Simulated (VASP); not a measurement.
# KF (P4/mmm) in VASP: further runs

KF is run at these levels: PBE; tasks: single point.

Everything below comes from runs of VASP 6.6.1. Logs are shortened: lines on timing, memory, paths and dates and some standing lists are left out, and cuts for length are marked.

### 1 The cell of the first run

Symmetry: P4/mmm, No. 123, tetragonal system. The conventional cell has a = 3.259 Å, b = 3.259 Å, c = 3.292 Å, α = 90.00°, β = 90.00°, γ = 90.00°. K (site symmetry 4/mmm) has 8 F at 2.83 Å and 6 K at 3.26 to 3.29 Å within 3.7 Å. Within 3.7 Å of F (site symmetry 4/mmm) lie 8 K at 2.83 Å and 6 F at 3.26 to 3.29 Å.

### 2 Single point, PBE (strain +0.0100 x Voigt [1, 0, 0, 0, 0, 0])

Contents of INCAR:

```
SYSTEM = KF
PREC     = Accurate       ! precision mode
ENCUT    = 520            ! plane-wave cutoff, eV
EDIFF    = 1E-6           ! SCF threshold, eV
ISMEAR   = 0              ! smearing method
SIGMA    = 0.05           ! smearing width, eV
LREAL    = .False.        ! projectors in reciprocal space
LASPH    = .True.         ! aspherical terms in the spheres
NELM     = 60             ! most SCF steps
ALGO     = Normal         ! electronic algorithm
ISIF     = 2              ! what is computed and relaxed
LWAVE    = .False.        ! write WAVECAR
LCHARG   = .False.        ! write CHGCAR
GGA      = PE             ! functional
NBANDS   = 15             ! bands
```

Contents of KPOINTS:

```
Automatic mesh
0
Gamma
  8 8 8
  0 0 0
```

Contents of POSCAR:

```
KF
1.0
    3.2915445500      0.0000000000      0.0000000000
    0.0000000000      3.2589550000      0.0000000000
    0.0000000000      0.0000000000      3.2589550000
K F
1 1
Direct
    0.0000000000      0.0000000000      0.0000000000
    0.5000000000      0.5000000000      0.5000000000
```

Potentials or basis: VASP PAW PBE potentials, release 64 (K_sv, F).

On the command line:

```bash
> cat potpaw_PBE.64/K_sv/POTCAR potpaw_PBE.64/F/POTCAR > POTCAR
> mpirun -np 1 vasp_std > vasp.out
```

OUTCAR:

```text
SYSTEM = KF
   PREC = Accurate
   ENCUT = 520
   EDIFF = 1E-6
   ISMEAR = 0
   LREAL = .False.
   LASPH = .True.
   NELM = 60
   ISIF = 2
   GGA = PE

 ion  position               nearest neighbor table
   1  0.000  0.000  0.000-   2 2.83   2 2.83   2 2.83   2 2.83   2 2.83   2 2.83   2 2.83   2 2.83

   2  0.500  0.500  0.500-   1 2.83   1 2.83   1 2.83   1 2.83   1 2.83   1 2.83   1 2.83   1 2.83

  LATTYP: Found a simple tetragonal cell.
 ALAT       =     3.2589550000
 C/A-ratio  =     1.0100000000

  Lattice vectors:

 A1 = (   0.0000000000,   3.2589550000,   0.0000000000)
 A2 = (   0.0000000000,   0.0000000000,   3.2589550000)
 A3 = (   3.2915445500,   0.0000000000,   0.0000000000)

Analysis of symmetry for initial positions (statically):
=====================================================================
 Subroutine PRICEL returns:
 Original cell was already a primitive cell.

 Routine SETGRP: Setting up the symmetry group for a
 simple tetragonal supercell.

 Subroutine GETGRP returns: Found 16 space group operations
 (whereof 16 operations were pure point group operations)
 out of a pool of 16 trial point group operations.

The static configuration has the point symmetry D_4h.

Analysis of symmetry for dynamics (positions and initial velocities):
=====================================================================
 Subroutine PRICEL returns:
 Original cell was already a primitive cell.

 Routine SETGRP: Setting up the symmetry group for a
 simple tetragonal supercell.

 Subroutine GETGRP returns: Found 16 space group operations
 (whereof 16 operations were pure point group operations)
 out of a pool of 16 trial point group operations.

The dynamic configuration has the point symmetry D_4h.

 Subroutine INISYM returns: Found 16 space group operations
 (whereof 16 operations are pure point group operations),
 and found     1 'primitive' translations

----------------------------------------------------------------------------------------

                                     Primitive cell

  volume of cell :      34.9588

  direct lattice vectors                    reciprocal lattice vectors
     3.291544550  0.000000000  0.000000000     0.303808739  0.000000000  0.000000000
     0.000000000  3.258955000  0.000000000     0.000000000  0.306846827  0.000000000
     0.000000000  0.000000000  3.258955000     0.000000000  0.000000000  0.306846827

  length of vectors
     3.291544550  3.258955000  3.258955000     0.303808739  0.306846827  0.306846827

  position of ions in fractional coordinates (direct lattice)
     0.000000000  0.000000000  0.000000000
     0.500000000  0.500000000  0.500000000

  ion indices of the primitive-cell ions
   primitive index   ion index
                 1           1
                 2           2

----------------------------------------------------------------------------------------

 KPOINTS: Automatic mesh

Automatic generation of k-mesh.
 Grid dimensions read from file:
 generate k-points for:    8    8    8

 Generating k-lattice:

  Cartesian coordinates                     Fractional coordinates (reciprocal lattice)
     0.037976092  0.000000000  0.000000000     0.125000000  0.000000000  0.000000000
     0.000000000  0.038355853  0.000000000     0.000000000  0.125000000  0.000000000
     0.000000000  0.000000000  0.038355853     0.000000000  0.000000000  0.125000000

  Length of vectors
     0.037976092  0.038355853  0.038355853

  Shift w.r.t. Gamma in fractional coordinates (k-lattice)
     0.000000000  0.000000000  0.000000000

 Subroutine IBZKPT returns following result:
 ===========================================

 Found     75 irreducible k-points:

 Following reciprocal coordinates:
            Coordinates               Weight
  0.000000  0.000000  0.000000      1.000000
  0.125000  0.000000  0.000000      2.000000
  0.250000  0.000000  0.000000      2.000000
  0.375000  0.000000  0.000000      2.000000
  0.500000  0.000000  0.000000      1.000000
  0.000000  0.125000  0.000000      4.000000
[... 16 lines left out ...]
  0.250000  0.500000  0.000000      4.000000
  0.375000  0.500000  0.000000      4.000000
 [... further k-points ...]
   k-points           NKPTS =     75   k-points in BZ     NKDIM =     75   number of bands    NBANDS=     15
   number of dos      NEDOS =    301   number of ions     NIONS =      2
   total plane-waves  NPLWV =  13824
   dimension x,y,z NGX =    24 NGY =   24 NGZ =   24
   dimension x,y,z NGXF=    48 NGYF=   48 NGZF=   48
   ions per type =               1   1
   NGX,Y,Z   is equivalent  to a cutoff of  12.12, 12.24, 12.24 a.u.
   NGXF,Y,Z  is equivalent  to a cutoff of  24.24, 24.49, 24.49 a.u.
 SYSTEM =  KF
   PREC   = accura    normal or accurate (medium, high low for compatibility)
   ISTART =      0    job   : 0-new  1-cont  2-samecut
   ICHARG =      2    charge: 1-file 2-atom 10-const
   ISPIN  =      1    spin polarized calculation?
   LNONCOLLINEAR =      F non collinear calculations
   LSORBIT =      F    spin-orbit coupling
   LASPH  =      T    aspherical Exc in radial PAW
   ENCUT  =  520.0 eV  38.22 Ry    6.18 a.u.   6.12  6.06  6.06*2*pi/ulx,y,z
   NELM   =     60;   NELMIN=  2; NELMDL= -5     # of ELM steps
   EDIFF  = 0.1E-05   stopping-criterion for ELM
   LREAL  =      F    real-space projection
[... 7 lines left out ...]
   TEBEG  =    0.0;   TEEND  =   0.0 temperature during run
   PSTRESS=    0.0 pullay stress
   NELECT =      16.0000    total number of electrons
   NUPDOWN=      -1.0000    fix difference up-down
   EMIN   =  10.00;   EMAX   =-10.00  energy-range for DOS
   EFERMI =   0.00;   METHOD = LEGACY
   ISMEAR =     0;   SIGMA  =   0.05  broadening in eV -4-tet -1-fermi 0-gaus
   EFERMI_NEDOS =   21; number of points for ismear=-14 and -15
   IALGO  =     38    algorithm
   IMIX   =      4    mixing-type and parameters
     AMIX     =   0.40;   BMIX     =  1.00
     AMIX_MAG =   1.60;   BMIX_MAG =  1.00
  volume/ion in A,a.u.               =      17.48       117.96
  Fermi-wavevector in a.u.,A,eV,Ry     =   1.261622  2.384120 21.656266  1.591691
  Thomas-Fermi vector in A             =   2.395072
   LORBIT       =      0    0 simple, 1 ext, 2 COOP (PROOUT), +10 PAW based schemes
   GGA     = PE    functional components
   LHFCALC =     F    Hartree Fock is set to
   AEXX    =    0.0000 exact exchange contribution
   IVDW    =     0    specifies the selected vdW correction
   LEPSILON=     F    determine dielectric tensor
   LRPA    =     F    only Hartree local field effects (RPA)
 non-spin polarized calculation
 Gauss-broadening in eV      SIGMA  =   0.05
  energy-cutoff  :      520.00
  volume of cell :       34.96
 maximum number of plane-waves:       956
   NGX = 13   NGY = 13   NGZ = 13

 number of electron      15.9999995 magnetization

 Free energy of the ion-electron system (eV)
  ---------------------------------------------------
  ext. energy  EPLUGINS =         0.00000000
  ---------------------------------------------------
  free energy    TOTEN  =        -8.09313935 eV

  energy without entropy =       -8.09313935  energy(sigma->0) =       -8.09313935

 E-fermi :  -1.7667     XC(G=0):  -8.9762

 val. band max:       -2.0547838459   @ k =   0.5000   0.5000   0.0000
 cond. band min:       4.1224272733   @ k =   0.0000   0.0000   0.0000
 fundamental gap:      6.1772111192
 Fermi energy:        -1.7666779378

 k-point     1 :       0.0000    0.0000    0.0000
  band No.  band energies     occupation
      1     -29.1120      2.00000
      2     -20.9563      2.00000
      3     -12.1702      2.00000
      4     -12.1475      2.00000
      5     -12.1475      2.00000
      6      -2.1414      2.00000
      7      -2.1079      2.00000
      8      -2.1079      2.00000
      9       4.1224      0.00000
     10       6.2001      0.00000
     11       6.2199      0.00000
     12      11.6664      0.00000
     13      11.6664      0.00000
     14      11.7298      0.00000
     15      18.5452      0.00000

 k-point     2 :       0.1250    0.0000    0.0000
  band No.  band energies     occupation
      1     -29.0956      2.00000
      2     -20.9602      2.00000
      3     -12.2671      2.00000
      4     -12.1330      2.00000
      5     -12.1330      2.00000
      6      -2.3368      2.00000
      7      -2.1228      2.00000
      8      -2.1228      2.00000
      9       4.5265      0.00000
     10       6.3346      0.00000
     11       6.5358      0.00000
     12      11.4231      0.00000
     13      11.4231      0.00000
     14      11.7741      0.00000
     15      17.4363      0.00000

 k-point     3 :       0.2500    0.0000    0.0000
  band No.  band energies     occupation
      1     -29.0558      2.00000
      2     -20.9702      2.00000
      3     -12.4913      2.00000
      4     -12.0977      2.00000
      5     -12.0977      2.00000
      6      -2.7573      2.00000
      7      -2.1598      2.00000
      8      -2.1598      2.00000
      9       5.5249      0.00000
     10       6.6385      0.00000
     11       7.3884      0.00000
     12      10.9200      0.00000
     13      10.9200      0.00000
     14      11.8841      0.00000
     15      15.9240      0.00000

 k-point     4 :       0.3750    0.0000    0.0000
  band No.  band energies     occupation
      1     -29.0153      2.00000
      2     -20.9818      2.00000
      3     -12.7030      2.00000
      4     -12.0620      2.00000
      5     -12.0620      2.00000
      6      -3.1261      2.00000
      7      -2.1983      2.00000
      8      -2.1983      2.00000
      9       6.6304      0.00000
     10       6.9938      0.00000
     11       8.3031      0.00000
     12      10.5003      0.00000
     13      10.5003      0.00000
     14      11.9988      0.00000
     15      14.7438      0.00000
[... 307 lines left out ...]
 k-point    22 :       0.1250    0.5000    0.0000
  band No.  band energies     occupation
      1     -28.9748      2.00000
      2     -20.9643      2.00000
      3     -12.8417      2.00000
      4     -12.1881      2.00000
      5     -12.0293      2.00000
      6      -3.1770      2.00000
      7      -2.3192      2.00000
      8      -2.1855      2.00000
      9       7.1567      0.00000
     10       7.6933      0.00000
     11       8.2108      0.00000
     12      10.2013      0.00000
     13      10.5241      0.00000
     14      11.5650      0.00000
     15      14.4811      0.00000

 k-point    23 :       0.2500    0.5000    0.0000
  band No.  band energies     occupation
      1     -28.9419      2.00000
      2     -20.9259      2.00000
      3     -12.8748      2.00000
      4     -12.4848      2.00000
      5     -12.0038      2.00000
      6      -2.9646      2.00000
      7      -2.4739      2.00000
      8      -2.1321      2.00000
      9       7.0394      0.00000
     10       7.3239      0.00000
     11       8.9255      0.00000
     12      10.0137      0.00000
     13      10.7207      0.00000
     14      11.1439      0.00000
     15      14.3731      0.00000

 k-point    24 :       0.3750    0.5000    0.0000
  band No.  band energies     occupation
      1     -28.9087      2.00000
      2     -20.8864      2.00000
      3     -12.9095      2.00000
      4     -12.7648      2.00000
      5     -11.9782      2.00000
      6      -2.7643      2.00000
      7      -2.6158      2.00000
      8      -2.0777      2.00000
      9       6.6443      0.00000
     10       6.9100      0.00000
     11       9.8269      0.00000
     12      10.0608      0.00000
     13      10.6709      0.00000
     14      11.7513      0.00000
     15      13.9505      0.00000

 [... further k-points ...]

------------------------ aborting loop because EDIFF is reached ----------------------------------------

  FORCE on cell =-STRESS in cart. coord.  units (eV):
  Direction    XX          YY          ZZ          XY          YZ          ZX
  --------------------------------------------------------------------------------------
  -------------------------------------------------------------------------------------
  Total       -0.1951635     -0.0123950     -0.0123950     -0.0000000      0.0000000     -0.0000000
  in kB       -8.9444316     -0.5680666     -0.5680666     -0.0000000      0.0000000     -0.0000000
  external PRESSURE =      -3.3601883 kB  Pullay stress =       0.0000000 kB

 VOLUME and BASIS-vectors are now :
 -----------------------------------------------------------------------------
  energy-cutoff  :      520.00
  volume of cell :       34.96
      direct lattice vectors                 reciprocal lattice vectors
     3.291544550  0.000000000  0.000000000     0.303808739  0.000000000  0.000000000
     0.000000000  3.258955000  0.000000000     0.000000000  0.306846827  0.000000000
     0.000000000  0.000000000  3.258955000     0.000000000  0.000000000  0.306846827

 POSITION                                       TOTAL-FORCE (eV/Angst)
 -----------------------------------------------------------------------------------
      0.00000      0.00000      0.00000         0.000000      0.000000      0.000000
      1.64577      1.62948      1.62948         0.000000      0.000000      0.000000
 -----------------------------------------------------------------------------------
    total drift:                                0.000000      0.000000     -0.000000

  FREE ENERGIE OF THE ION-ELECTRON SYSTEM (eV)
  ---------------------------------------------------
  free  energy   TOTEN  =        -8.0931393477 eV

  energy  without entropy=       -8.0931393477  energy(sigma->0) =       -8.09313935
```

It took 21 s on 1 thread of Intel Xeon 8259CL, shared host; peak memory 0.16 GiB.

What came out:

```
Free energy            : -8.0931 eV
Pressure               : -0.3 GPa
Band gap on the k mesh : 6.18 eV (least direct gap 6.23 eV)
```

Caveat: the cell differs from its parent crystal (strain +0.0100 x Voigt [1, 0, 0, 0, 0, 0]). A k mesh can miss the band edges.

### 3 Single point, PBE (strain +0.0200 x Voigt [1, 0, 0, 0, 0, 0])

Contents of INCAR:

```
SYSTEM = KF
ALGO = Normal
EDIFF = 1E-6
ENCUT = 520
GGA = PE
ISIF = 2
ISMEAR = 0
LASPH = .TRUE.
LCHARG = .FALSE.
LREAL = .FALSE.
LWAVE = .FALSE.
NBANDS = 15
NELM = 100
PREC = Accurate
SIGMA = 0.05
```

Contents of KPOINTS:

```
k-points
0
G
  8 8 8
  0 0 0
```

POSCAR, as its differences from that of step 2:

```diff
@@ -2,3 +2,3 @@
 1.0
-    3.2915445500      0.0000000000      0.0000000000
+    3.3241341000      0.0000000000      0.0000000000
     0.0000000000      3.2589550000      0.0000000000
```

Potentials or basis: VASP PAW PBE potentials, release 64 (K_sv, F).

On the command line:

```bash
> cat potpaw_PBE.64/K_sv/POTCAR potpaw_PBE.64/F/POTCAR > POTCAR
> mpirun -np 1 vasp_std > vasp.out
```

Run time: 31 s. Hardware: 1 thread of Intel Xeon 8259CL, shared host; peak memory 0.17 GiB.

It converged, with:

```
Free energy            : -8.0908 eV
Pressure               : -0.6 GPa
Band gap on the k mesh : 6.10 eV (least direct gap 6.15 eV)
```

Stress tensor (GPa, compression positive):
```
-1.75  0.00  0.00
 0.00 -0.09  0.00
 0.00  0.00 -0.09
```

Levels at points of the mesh, in eV from the valence-band top:
| k point | band 4 | band 5 | band 6 | band 7 | band 8 | band 9 | band 10 | band 11 | band 12 | band 13 |
| --- | --- | --- | --- | --- | --- | --- | --- | --- | --- | --- |
| (0.00, 0.00, 0.00) | -10.13 | -10.13 | -0.12 | -0.05 | -0.05 | 6.10 | 8.22 | 8.26 | 13.63 | 13.63 |
| (0.50, 0.00, 0.00) | -10.04 | -10.04 | -1.21 | -0.16 | -0.16 | 9.09 | 9.15 | 10.60 | 12.39 | 12.39 |
| (0.00, 0.50, 0.00) | -10.07 | -10.03 | -1.21 | -0.23 | -0.14 | 9.20 | 9.30 | 10.68 | 12.16 | 12.26 |
| (0.50, 0.50, 0.00) | -10.83 | -9.96 | -0.64 | -0.62 | 0.00 | 8.44 | 8.84 | 11.75 | 11.89 | 13.89 |
| (0.00, 0.50, 0.50) | -10.89 | -9.98 | -0.63 | -0.63 | -0.06 | 8.28 | 8.95 | 11.61 | 11.61 | 14.10 |
| (0.50, 0.50, 0.50) | -10.73 | -10.64 | -1.02 | -1.02 | -1.01 | 10.16 | 10.38 | 10.38 | 14.87 | 15.00 |

Caveat: the cell differs from its parent crystal (strain +0.0200 x Voigt [1, 0, 0, 0, 0, 0]).

### 4 Single point, PBE (strain +0.0300 x Voigt [1, 0, 0, 0, 0, 0])

INCAR, as its differences from that of step 3:

```diff
@@ -2,3 +2,3 @@
 ALGO = Normal
-EDIFF = 1E-6
+EDIFF = 1E-7
 ENCUT = 520
```

KPOINTS is that of step 3.

POSCAR, as its differences from that of step 3:

```diff
@@ -2,3 +2,3 @@
 1.0
-    3.3241341000      0.0000000000      0.0000000000
+    3.3567236500      0.0000000000      0.0000000000
     0.0000000000      3.2589550000      0.0000000000
```

On the command line:

```bash
> cat potpaw_PBE.64/K_sv/POTCAR potpaw_PBE.64/F/POTCAR > POTCAR
> mpirun -np 1 vasp_std > vasp.out
```

Wall time 33 s (1 thread of Intel Xeon 8259CL, shared host); peak memory 0.17 GiB.

The run converged. Its results:

```
Free energy            : -8.0866 eV
Pressure               : -0.9 GPa
Band gap on the k mesh : 6.02 eV (least direct gap 6.08 eV)
```

Stress tensor (GPa, compression positive):
```
-2.55  0.00  0.00
 0.00 -0.11  0.00
 0.00  0.00 -0.11
```

Levels at points of the mesh, in eV from the valence-band top:
```
           k point  band 4  band 5  band 6  band 7  band 8  band 9  band 10  band 11  band 12  band 13
(0.00, 0.00, 0.00)  -10.18  -10.18   -0.15   -0.06   -0.06    6.02     8.19     8.24    13.54    13.54
(0.50, 0.00, 0.00)  -10.09  -10.09   -1.21   -0.16   -0.16    8.96     9.09    10.47    12.38    12.38
(0.00, 0.50, 0.00)  -10.13  -10.07   -1.21   -0.26   -0.13    9.13     9.29    10.59    12.04    12.20
(0.50, 0.50, 0.00)  -10.83  -10.01   -0.66   -0.62    0.00    8.42     8.78    11.70    11.90    13.73
(0.00, 0.50, 0.50)  -10.93  -10.04   -0.64   -0.64   -0.09    8.19     8.94    11.50    11.50    14.04
(0.50, 0.50, 0.50)  -10.78  -10.65   -1.02   -1.02   -1.00   10.03    10.35    10.35    14.72    14.90
```

Caveat: the cell differs from its parent crystal (strain +0.0300 x Voigt [1, 0, 0, 0, 0, 0]). A k mesh can miss the band edges.

### 5 The runs side by side

| cell | gap on the mesh (eV) | pressure (GPa) |
| --- | --- | --- |
| a = 3.292, b = 3.259, c = 3.259 Å, 2 atoms | 6.18 | -0.3 |
| a = 3.324, b = 3.259, c = 3.259 Å, 2 atoms | 6.10 | -0.6 |
| a = 3.357, b = 3.259, c = 3.259 Å, 2 atoms | 6.02 | -0.9 |

Alike in all rows: task single point; level PBE; potentials or basis VASP PAW PBE potentials, release 64 (K_sv, F); no spin polarisation; k mesh 8 × 8 × 8; cutoff (eV) 520; smearing gaussian 0.05 eV.

Absolute energies hang on the potentials; compare differences alone.
